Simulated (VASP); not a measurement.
# Hf (Im-3m) in VASP: further runs, part 2 of 2

VASP 6.6.1. The steps go on from the part before.

### Step 3. Single point, PBEsol+D4

This run uses another cell than the first one, of 21.11 Å³/atom, 1.031 times its volume.

Contents of INCAR:

```
SYSTEM = Hf
PREC = Accurate
ENCUT = 520
EDIFF = 1E-7
ISMEAR = -1
SIGMA = 0.05
LREAL = .FALSE.
LASPH = .TRUE.
NELM = 100
ALGO = Normal
ISIF = 2
LWAVE = .FALSE.
LCHARG = .FALSE.
GGA = PS
IVDW = 13
NBANDS = 11
```

Contents of KPOINTS:

```
Automatic mesh
0
G
  10 10 10
  0 0 0
```

Contents of POSCAR:

```
Hf
1.0
   -1.7411565370      1.7411565370      1.7411565370
    1.7411565370     -1.7411565370      1.7411565370
    1.7411565370      1.7411565370     -1.7411565370
Hf
1
Direct
    0.0000000000      0.0000000000      0.0000000000
```

Potentials or basis: VASP PAW PBE potentials, release 64 (Hf_pv).

On the command line:

```bash
$ cat potpaw_PBE.64/Hf_pv/POTCAR > POTCAR
$ mpirun -np 1 vasp_std > vasp.out
```

OUTCAR:

```text
SYSTEM = Hf
   PREC = Accurate
   ENCUT = 520
   EDIFF = 1E-7
   ISMEAR = -1
   LREAL = .FALSE.
   LASPH = .TRUE.
   NELM = 100
   ISIF = 2
   GGA = PS
   IVDW = 13

 ion  position               nearest neighbor table
   1  0.000  0.000  0.000-

  LATTYP: Found a body centered cubic cell.
 ALAT       =     3.4823130740

  Lattice vectors:

 A1 = (  -1.7411565370,   1.7411565370,   1.7411565370)
 A2 = (   1.7411565370,  -1.7411565370,   1.7411565370)
 A3 = (   1.7411565370,   1.7411565370,  -1.7411565370)

Analysis of symmetry for initial positions (statically):
=====================================================================
 Subroutine PRICEL returns:
 Original cell was already a primitive cell.

 Routine SETGRP: Setting up the symmetry group for a
 body centered cubic supercell.

 Subroutine GETGRP returns: Found 48 space group operations
[... 9 lines left out ...]

 Routine SETGRP: Setting up the symmetry group for a
 body centered cubic supercell.

 Subroutine GETGRP returns: Found 48 space group operations
[... 11 lines left out ...]
                                     Primitive cell

  volume of cell :      21.1141

  direct lattice vectors                    reciprocal lattice vectors
    -1.741156537  1.741156537  1.741156537     0.000000000  0.287165450  0.287165450
     1.741156537 -1.741156537  1.741156537     0.287165450  0.000000000  0.287165450
     1.741156537  1.741156537 -1.741156537     0.287165450  0.287165450  0.000000000

  length of vectors
     3.015771586  3.015771586  3.015771586     0.406113274  0.406113274  0.406113274

  position of ions in fractional coordinates (direct lattice)
     0.000000000  0.000000000  0.000000000

  ion indices of the primitive-cell ions
   primitive index   ion index
                 1           1

----------------------------------------------------------------------------------------

 KPOINTS: Automatic mesh
[... 91 lines left out ...]
  Thomas-Fermi vector in A             =   2.408772
   LORBIT       =      0    0 simple, 1 ext, 2 COOP (PROOUT), +10 PAW based schemes
   GGA     = PS    functional components
   LHFCALC =     F    Hartree Fock is set to
   AEXX    =    0.0000 exact exchange contribution
   IVDW    =    13    specifies the selected vdW correction
   LEPSILON=     F    determine dielectric tensor
   LRPA    =     F    only Hartree local field effects (RPA)
 non-spin polarized calculation
  energy-cutoff  :      520.00
  volume of cell :       21.11
 maximum number of plane-waves:       586
 NGX is ok and might be reduce to    24
   NGX = 11   NGY = 11   NGZ = 11

 number of electron      10.0000000 magnetization

 number of electron       9.9999998 magnetization

 Free energy of the ion-electron system (eV)
  ---------------------------------------------------
  ext. energy  EPLUGINS =         0.00000000
  ---------------------------------------------------
  free energy    TOTEN  =       -10.34231027 eV

  energy without entropy =      -10.32903188  energy(sigma->0) =      -10.33567108

 E-fermi :   4.8296     XC(G=0): -11.6576

 val. band max:        4.8151956867   @ k =   0.3000   0.0000   0.0000
 cond. band min:       4.8671035295   @ k =   0.3000   0.2000  -0.0000
 fundamental gap:      0.0519078428
 Fermi energy:         4.8295532977

 k-point     1 :       0.0000    0.0000    0.0000
  band No.  band energies     occupation
      1     -24.7450      2.00000
      2     -24.7450      2.00000
      3     -24.7450      2.00000
      4      -2.4188      2.00000
      5       6.3621      0.00000
      6       6.3621      0.00000
      7       6.3621      0.00000
      8       9.3278      0.00000
      9       9.3278      0.00000
     10      18.4095      0.00000
     11      18.4095      0.00000
[... 309 lines left out ...]
 k-point    24 :      -0.3000    0.3000    0.1000
  band No.  band energies     occupation
      1     -25.4026      2.00000
      2     -24.9926      2.00000
      3     -24.8243      2.00000
      4       0.6608      2.00000
      5       4.9998      0.06432
      6       5.1769      0.00192
      7       7.9145      0.00000
      8       9.5210      0.00000
      9      10.2338      0.00000
     10      17.4983      0.00000
     11      18.2865      0.00000

 [... further k-points ...]

------------------------ aborting loop because EDIFF is reached ----------------------------------------

  DFT-D4 for vdW energy calculation

  Edisp (eV):   -0.12941

  FORCE on cell =-STRESS in cart. coord.  units (eV):
  Direction    XX          YY          ZZ          XY          YZ          ZX
  --------------------------------------------------------------------------------------
  -------------------------------------------------------------------------------------
  Total      -0.03078    -0.03078    -0.03078     0.00000    -0.00000     0.00000
  in kB      -2.33582    -2.33582    -2.33582     0.00000    -0.00000     0.00000
  external pressure =       -2.34 kB  Pullay stress =        0.00 kB

 VOLUME and BASIS-vectors are now :
 -----------------------------------------------------------------------------
  energy-cutoff  :      520.00
  volume of cell :       21.11
      direct lattice vectors                 reciprocal lattice vectors
    -1.741156537  1.741156537  1.741156537     0.000000000  0.287165450  0.287165450
     1.741156537 -1.741156537  1.741156537     0.287165450  0.000000000  0.287165450
     1.741156537  1.741156537 -1.741156537     0.287165450  0.287165450  0.000000000

 POSITION                                       TOTAL-FORCE (eV/Angst)
 -----------------------------------------------------------------------------------
      0.00000      0.00000      0.00000         0.000000      0.000000      0.000000
 -----------------------------------------------------------------------------------
    total drift:                                0.000000      0.000000      0.000000

  FREE ENERGIE OF THE ION-ELECTRON SYSTEM (eV)
  ---------------------------------------------------
  free  energy   TOTEN  =       -10.4717238614 eV

  energy  without entropy=      -10.4584454728  energy(sigma->0) =      -10.46508467
```

OSZICAR:

```text
N       E                     dE             d eps       ncg     rms          rms(c)
DAV:   1     0.128746565942E+02    0.12875E+02   -0.58080E+03  1034   0.848E+02
DAV:   2    -0.102123872009E+02   -0.23087E+02   -0.22311E+02  1270   0.158E+02
DAV:   3    -0.106807545626E+02   -0.46837E+00   -0.45880E+00  1313   0.150E+01
DAV:   4    -0.106824620361E+02   -0.17075E-02   -0.17070E-02  1178   0.110E+00
DAV:   5    -0.106824703201E+02   -0.82841E-05   -0.82834E-05  1264   0.699E-02    0.466E+01
DAV:   6    -0.104295873090E+02    0.25288E+00   -0.20767E-01  1148   0.330E+00    0.271E+01
DAV:   7    -0.103460170581E+02    0.83570E-01   -0.28966E-01  1169   0.376E+00    0.110E+00
DAV:   8    -0.103422864841E+02    0.37306E-02   -0.18250E-02  1136   0.977E-01    0.200E-01
DAV:   9    -0.103423083079E+02   -0.21824E-04   -0.30812E-04  1310   0.141E-01    0.385E-02
DAV:  10    -0.103423105391E+02   -0.22312E-05   -0.16073E-05  1180   0.304E-02    0.203E-02
DAV:  11    -0.103423102814E+02    0.25775E-06   -0.23614E-06  1226   0.115E-02    0.149E-03
DAV:  12    -0.103423102722E+02    0.91693E-08   -0.30229E-08   704   0.168E-03
   1 F= -.10471724E+02 E0= -.10465085E+02  d E =-.132784E-01
```

Run time: 8.5 s. Hardware: 1 thread of Intel Xeon 8259CL, shared host; peak memory 0.14 GiB.

Results:

```
Free energy                : -10.4717 eV
Pressure                   : -0.2 GPa
Band gap on the k mesh     : zero (band 5 reaches 6.36 eV, above the bottom of band 6 at 4.00 eV)
Dispersion energy per atom : -0.129 eV
```

Levels at points of the mesh, in eV from the Fermi level:
| k point | band 2 | band 3 | band 4 | band 5 | band 6 | band 7 | band 8 | band 9 |
| --- | --- | --- | --- | --- | --- | --- | --- | --- |
| (0.00, 0.00, 0.00) | -29.57 | -29.57 | -7.25 | 1.53 | 1.53 | 1.53 | 4.50 | 4.50 |
| (0.50, 0.00, 0.00) | -29.90 | -29.58 | -3.58 | -0.63 | 1.31 | 4.35 | 5.42 | 8.12 |
| (0.50, 0.50, 0.50) | -30.27 | -30.27 | -2.85 | -2.85 | 7.21 | 7.21 | 7.21 | 7.68 |

Caveat: the PAW data sets were made with another functional, which shifts forces and pressure a little; spin-orbit coupling is left out, which moves the levels of the heavy elements; pairwise dispersion overbinds metals, which lowers pressure and volume.
